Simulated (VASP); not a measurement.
# CdSe (Fm-3m) in VASP: settings compared

Aim: see how the results for CdSe move with the level of theory and the settings. Levels: LDA, PBEsol. Tasks: single point.

All numbers are computed with VASP 6.6.1; they aren't measurements. Logs are shortened: lines on timing, memory, paths and dates and some standing lists are left out, and cuts for length are marked.

**1. The cell of the first run**

It takes space group Fm-3m (No. 225, cubic). Conventional cell: a = 5.824 Å, b = 5.824 Å, c = 5.824 Å, α = 90.00°, β = 90.00°, γ = 90.00°. Cd (site symmetry m-3m) has 6 Se at 2.91 Å within 3.8 Å. Se (site symmetry m-3m) has 6 Cd at 2.91 Å within 3.8 Å.

**2. Single point, LDA (volume scaled by 1.04)**

INCAR reads:

```
SYSTEM = CdSe
PREC = Accurate ; ENCUT = 520
EDIFF = 1E-7 ; ISMEAR = -1
SIGMA = 0.05 ; LREAL = .FALSE.
LASPH = .TRUE. ; NELM = 80
ALGO = Normal ; ISIF = 2
LWAVE = .FALSE. ; LCHARG = .FALSE.
NBANDS = 16
```

KPOINTS reads:

```
Automatic mesh
0
G
  8 8 8
  0 0 0
```

POSCAR reads:

```
CdSe
1.0
    0.0000000000      2.9117775739      2.9117775739
    2.9117775739      0.0000000000      2.9117775739
    2.9117775739      2.9117775739      0.0000000000
Cd Se
1 1
Direct
    0.0000000000      0.0000000000      0.0000000000
    0.5000000000      0.5000000000      0.5000000000
```

Potentials or basis: VASP PAW LDA potentials, release 64 (Cd, Se).

Started as:

```console
> cat potpaw_LDA.64/Cd/POTCAR potpaw_LDA.64/Se/POTCAR > POTCAR
> mpirun -np 1 vasp_std > vasp.out
```

OUTCAR:

```text
SYSTEM = CdSe
   PREC = Accurate
   ENCUT = 520
   EDIFF = 1E-7
   ISMEAR = -1
   LREAL = .FALSE.
   LASPH = .TRUE.
   NELM = 80
   ISIF = 2

 ion  position               nearest neighbor table
   1  0.000  0.000  0.000-   2 2.91   2 2.91   2 2.91   2 2.91   2 2.91   2 2.91
   2  0.500  0.500  0.500-   1 2.91   1 2.91   1 2.91   1 2.91   1 2.91   1 2.91

  LATTYP: Found a face centered cubic cell.
 ALAT       =     5.8235551478

  Lattice vectors:

 A1 = (   0.0000000000,   2.9117775739,   2.9117775739)
 A2 = (   2.9117775739,   0.0000000000,   2.9117775739)
 A3 = (   2.9117775739,   2.9117775739,   0.0000000000)

Analysis of symmetry for initial positions (statically):
=====================================================================
 Subroutine PRICEL returns:
 Original cell was already a primitive cell.

 Routine SETGRP: Setting up the symmetry group for a
 face centered cubic supercell.

 Subroutine GETGRP returns: Found 48 space group operations
 (whereof 48 operations were pure point group operations)
 out of a pool of 48 trial point group operations.

The static configuration has the point symmetry O_h .

Analysis of symmetry for dynamics (positions and initial velocities):
=====================================================================
 Subroutine PRICEL returns:
 Original cell was already a primitive cell.

 Routine SETGRP: Setting up the symmetry group for a
 face centered cubic supercell.

 Subroutine GETGRP returns: Found 48 space group operations
 (whereof 48 operations were pure point group operations)
 out of a pool of 48 trial point group operations.

The dynamic configuration has the point symmetry O_h .

 Subroutine INISYM returns: Found 48 space group operations
 (whereof 48 operations are pure point group operations),
 and found     1 'primitive' translations

----------------------------------------------------------------------------------------

                                     Primitive cell

  volume of cell :      49.3747

  direct lattice vectors                    reciprocal lattice vectors
     0.000000000  2.911777574  2.911777574    -0.171716413  0.171716413  0.171716413
     2.911777574  0.000000000  2.911777574     0.171716413 -0.171716413  0.171716413
     2.911777574  2.911777574  0.000000000     0.171716413  0.171716413 -0.171716413

  length of vectors
     4.117875336  4.117875336  4.117875336     0.297421552  0.297421552  0.297421552

  position of ions in fractional coordinates (direct lattice)
     0.000000000  0.000000000  0.000000000
     0.500000000  0.500000000  0.500000000

  ion indices of the primitive-cell ions
   primitive index   ion index
                 1           1
                 2           2

----------------------------------------------------------------------------------------

 KPOINTS: Automatic mesh

Automatic generation of k-mesh.
 Grid dimensions read from file:
 generate k-points for:    8    8    8

 Generating k-lattice:

  Cartesian coordinates                     Fractional coordinates (reciprocal lattice)
    -0.021464552  0.021464552  0.021464552     0.125000000  0.000000000  0.000000000
     0.021464552 -0.021464552  0.021464552     0.000000000  0.125000000  0.000000000
     0.021464552  0.021464552 -0.021464552     0.000000000  0.000000000  0.125000000

  Length of vectors
     0.037177694  0.037177694  0.037177694

  Shift w.r.t. Gamma in fractional coordinates (k-lattice)
     0.000000000  0.000000000  0.000000000

 Subroutine IBZKPT returns following result:
 ===========================================

 Found     29 irreducible k-points:

 Following reciprocal coordinates:
            Coordinates               Weight
  0.000000  0.000000  0.000000      1.000000
  0.125000  0.000000  0.000000      8.000000
  0.250000  0.000000  0.000000      8.000000
  0.375000  0.000000  0.000000      8.000000
  0.500000  0.000000  0.000000      4.000000
  0.125000  0.125000  0.000000      6.000000
[... 16 lines left out ...]
  0.500000  0.250000  0.125000     48.000000
 -0.375000  0.250000  0.125000     24.000000
 [... further k-points ...]
   k-points           NKPTS =     29   k-points in BZ     NKDIM =     29   number of bands    NBANDS=     16
   number of dos      NEDOS =    301   number of ions     NIONS =      2
   total plane-waves  NPLWV =  32768
   dimension x,y,z NGX =    32 NGY =   32 NGZ =   32
   dimension x,y,z NGXF=    64 NGYF=   64 NGZF=   64
   ions per type =               1   1
   NGX,Y,Z   is equivalent  to a cutoff of  12.92, 12.92, 12.92 a.u.
   NGXF,Y,Z  is equivalent  to a cutoff of  25.84, 25.84, 25.84 a.u.
 SYSTEM =  CdSe
   PREC   = accura    normal or accurate (medium, high low for compatibility)
   ISTART =      0    job   : 0-new  1-cont  2-samecut
   ICHARG =      2    charge: 1-file 2-atom 10-const
   ISPIN  =      1    spin polarized calculation?
   LNONCOLLINEAR =      F non collinear calculations
   LSORBIT =      F    spin-orbit coupling
   LASPH  =      T    aspherical Exc in radial PAW
   ENCUT  =  520.0 eV  38.22 Ry    6.18 a.u.   7.66  7.66  7.66*2*pi/ulx,y,z
   NELM   =     80;   NELMIN=  2; NELMDL= -5     # of ELM steps
   EDIFF  = 0.1E-06   stopping-criterion for ELM
   LREAL  =      F    real-space projection
   EDIFFG = 0.1E-05   stopping-criterion for IOM
   NSW    =      0    number of steps for IOM
   IBRION =     -1    ionic relax: 0-MD 1-quasi-New 2-CG
   NFREE  =      0    steps in history (QN), initial steepest desc. (CG)
   ISIF   =      2    stress and relaxation
   ISYM   =      2    0-nonsym 1-usesym 2-fastsym
   POTIM  = 0.5000    time-step for ionic-motion
   TEBEG  =    0.0;   TEEND  =   0.0 temperature during run
   PSTRESS=    0.0 pullay stress
   NELECT =      18.0000    total number of electrons
   NUPDOWN=      -1.0000    fix difference up-down
   EMIN   =  10.00;   EMAX   =-10.00  energy-range for DOS
   EFERMI =   0.00;   METHOD = LEGACY
   ISMEAR =    -1;   SIGMA  =   0.05  broadening in eV -4-tet -1-fermi 0-gaus
   EFERMI_NEDOS =   21; number of points for ismear=-14 and -15
   IALGO  =     38    algorithm
   IMIX   =      4    mixing-type and parameters
     AMIX     =   0.40;   BMIX     =  1.00
     AMIX_MAG =   1.60;   BMIX_MAG =  1.00
  volume/ion in A,a.u.               =      24.69       166.60
  Fermi-wavevector in a.u.,A,eV,Ry     =   1.169493  2.210021 18.608864  1.367713
  Thomas-Fermi vector in A             =   2.305965
   LORBIT       =      0    0 simple, 1 ext, 2 COOP (PROOUT), +10 PAW based schemes
   GGA     = CA    functional components
   LHFCALC =     F    Hartree Fock is set to
   AEXX    =    0.0000 exact exchange contribution
   IVDW    =     0    specifies the selected vdW correction
   LEPSILON=     F    determine dielectric tensor
   LRPA    =     F    only Hartree local field effects (RPA)
 non-spin polarized calculation
  energy-cutoff  :      520.00
  volume of cell :       49.37
 maximum number of plane-waves:      1363
   NGX = 15   NGY = 15   NGZ = 15

 number of electron      18.0000003 magnetization

 Free energy of the ion-electron system (eV)
  ---------------------------------------------------
  ext. energy  EPLUGINS =         0.00000000
  ---------------------------------------------------
  free energy    TOTEN  =        -6.44715618 eV

  energy without entropy =       -6.44328889  energy(sigma->0) =       -6.44522254

 E-fermi :   1.9039     XC(G=0): -10.1440

 val. band max:        1.8137214001   @ k =  -0.2500   0.1250   0.0000
 cond. band min:       2.0144493563   @ k =   0.3750   0.3750   0.0000
 fundamental gap:      0.2007279562
 Fermi energy:         1.9039415831

 k-point     1 :       0.0000    0.0000    0.0000
  band No.  band energies     occupation
      1     -10.8770      2.00000
      2      -6.0225      2.00000
      3      -6.0225      2.00000
      4      -6.0041      2.00000
      5      -6.0041      2.00000
      6      -6.0041      2.00000
[... 8 lines left out ...]
     15      11.1558      0.00000
     16      11.1558      0.00000

 k-point     2 :       0.1250    0.0000    0.0000
  band No.  band energies     occupation
      1     -10.7749      2.00000
      2      -6.0499      2.00000
      3      -6.0499      2.00000
      4      -6.0116      2.00000
      5      -5.9878      2.00000
      6      -5.9878      2.00000
[... 8 lines left out ...]
     15      11.0559      0.00000
     16      11.1063      0.00000

 k-point     3 :       0.2500    0.0000    0.0000
  band No.  band energies     occupation
      1     -10.5061      2.00000
      2      -6.1188      2.00000
      3      -6.1188      2.00000
      4      -6.0394      2.00000
      5      -5.9438      2.00000
      6      -5.9438      2.00000
[... 8 lines left out ...]
     15      11.9099      0.00000
     16      11.9099      0.00000

 k-point     4 :       0.3750    0.0000    0.0000
  band No.  band energies     occupation
      1     -10.1960      2.00000
      2      -6.1863      2.00000
      3      -6.1863      2.00000
      4      -6.0908      2.00000
      5      -5.8990      2.00000
      6      -5.8990      2.00000
[... 8 lines left out ...]
     15      13.3170      0.00000
     16      13.3170      0.00000
[... 324 lines left out ...]
 k-point    22 :       0.3750    0.2500    0.1250
  band No.  band energies     occupation
      1     -10.3543      2.00000
      2      -6.1226      2.00000
      3      -6.0691      2.00000
      4      -6.0383      2.00000
      5      -5.9298      2.00000
      6      -5.8922      2.00000
[... 8 lines left out ...]
     15      13.9300      0.00000
     16      14.2846      0.00000

 k-point    23 :       0.5000    0.2500    0.1250
  band No.  band energies     occupation
      1     -10.1480      2.00000
      2      -6.1368      2.00000
      3      -6.0658      2.00000
      4      -6.0338      2.00000
      5      -5.8925      2.00000
      6      -5.8429      2.00000
[... 8 lines left out ...]
     15      14.1891      0.00000
     16      14.7735      0.00000

 k-point    24 :      -0.3750    0.2500    0.1250
  band No.  band energies     occupation
      1     -10.0578      2.00000
      2      -6.1592      2.00000
      3      -6.0435      2.00000
      4      -6.0294      2.00000
      5      -5.8705      2.00000
      6      -5.8217      2.00000
[... 8 lines left out ...]
     15      12.7286      0.00000
     16      15.4930      0.00000

 [... further k-points ...]

------------------------ aborting loop because EDIFF is reached ----------------------------------------

  FORCE on cell =-STRESS in cart. coord.  units (eV):
  Direction    XX          YY          ZZ          XY          YZ          ZX
  --------------------------------------------------------------------------------------
  -------------------------------------------------------------------------------------
  Total       -2.2633495     -2.2633495     -2.2633495     -0.0000000     -0.0000000      0.0000000
  in kB      -73.4442199    -73.4442199    -73.4442199     -0.0000000     -0.0000000      0.0000000
  external PRESSURE =     -73.4442199 kB  Pullay stress =       0.0000000 kB

 VOLUME and BASIS-vectors are now :
 -----------------------------------------------------------------------------
  energy-cutoff  :      520.00
  volume of cell :       49.37
      direct lattice vectors                 reciprocal lattice vectors
     0.000000000  2.911777574  2.911777574    -0.171716413  0.171716413  0.171716413
     2.911777574  0.000000000  2.911777574     0.171716413 -0.171716413  0.171716413
     2.911777574  2.911777574  0.000000000     0.171716413  0.171716413 -0.171716413

 POSITION                                       TOTAL-FORCE (eV/Angst)
 -----------------------------------------------------------------------------------
      0.00000      0.00000      0.00000        -0.000000     -0.000000     -0.000000
      2.91178      2.91178      2.91178         0.000000      0.000000      0.000000
 -----------------------------------------------------------------------------------
    total drift:                                0.000000     -0.000000     -0.000000

  FREE ENERGIE OF THE ION-ELECTRON SYSTEM (eV)
  ---------------------------------------------------
  free  energy   TOTEN  =        -6.4471561829 eV

  energy  without entropy=       -6.4432888875  energy(sigma->0) =       -6.44522254
```

Run time: 6.4 s. Hardware: 1 thread of Intel Xeon 6975P-C (Granite Rapids), shared host; peak memory 0.16 GiB.

Results:

```
Free energy            : -6.4472 eV
Pressure               : -7.3 GPa
Band gap on the k mesh : zero (band 9 reaches 1.81 eV, above the bottom of band 10 at 1.18 eV)
```

Levels at points of the mesh, in eV from the Fermi level:
```
           k point  band 7  band 8  band 9  band 10  band 11  band 12
(0.00, 0.00, 0.00)   -0.64   -0.64   -0.64    -0.36     8.51     8.51
(0.50, 0.00, 0.00)   -4.89   -0.13   -0.13     2.80     5.05     5.05
(0.50, 0.50, 0.00)   -3.96   -2.01   -2.01    -0.72     5.38     9.17
```

**3. Single point, PBEsol (volume scaled by 1.02)**

INCAR reads:

```
PREC = Accurate
ENCUT = 520
EDIFF = 1E-6
ISMEAR = -1
SIGMA = 0.05
LREAL = F
LASPH = T
NELM = 100
ALGO = Normal
ISIF = 2
LWAVE = F
LCHARG = F
GGA = PS
NBANDS = 16
```

KPOINTS reads:

```
Automatic mesh
0
Gamma
  8 8 8
```

POSCAR reads:

```
CdSe
1.0
    0.0000000000      2.8929913891      2.8929913891
    2.8929913891      0.0000000000      2.8929913891
    2.8929913891      2.8929913891      0.0000000000
Cd Se
1 1
Direct
    0.0000000000      0.0000000000      0.0000000000
    0.5000000000      0.5000000000      0.5000000000
```

Potentials or basis: VASP PAW PBE potentials, release 64 (Cd, Se).

Started as:

```console
> cat potpaw_PBE.64/Cd/POTCAR potpaw_PBE.64/Se/POTCAR > POTCAR
> mpirun -np 1 vasp_std > vasp.out
```

Wall time 8.9 s (1 thread of Intel Xeon 6975P-C (Granite Rapids), shared host); peak memory 0.17 GiB.

It converged, with:

* Free energy: -5.9379 eV
* Pressure: -4.5 GPa
* Band gap on the k mesh: zero (band 9 reaches 1.95 eV, above the bottom of band 10 at 1.42 eV)

Levels at points of the mesh, in eV from the Fermi level:
| k point | band 6 | band 7 | band 8 | band 9 | band 10 | band 11 | band 12 | band 13 |
| --- | --- | --- | --- | --- | --- | --- | --- | --- |
| (0.00, 0.00, 0.00) | -7.91 | -0.67 | -0.67 | -0.67 | -0.19 | 8.47 | 8.47 | 8.47 |
| (0.50, 0.00, 0.00) | -7.78 | -4.96 | -0.13 | -0.13 | 2.81 | 5.10 | 5.10 | 5.62 |
| (0.50, 0.50, 0.00) | -7.29 | -4.09 | -2.08 | -2.08 | -0.62 | 5.29 | 9.37 | 9.98 |

Caveat: the PAW data sets were made with another functional, which shifts forces and pressure a little.

[end of part 1 of 2]
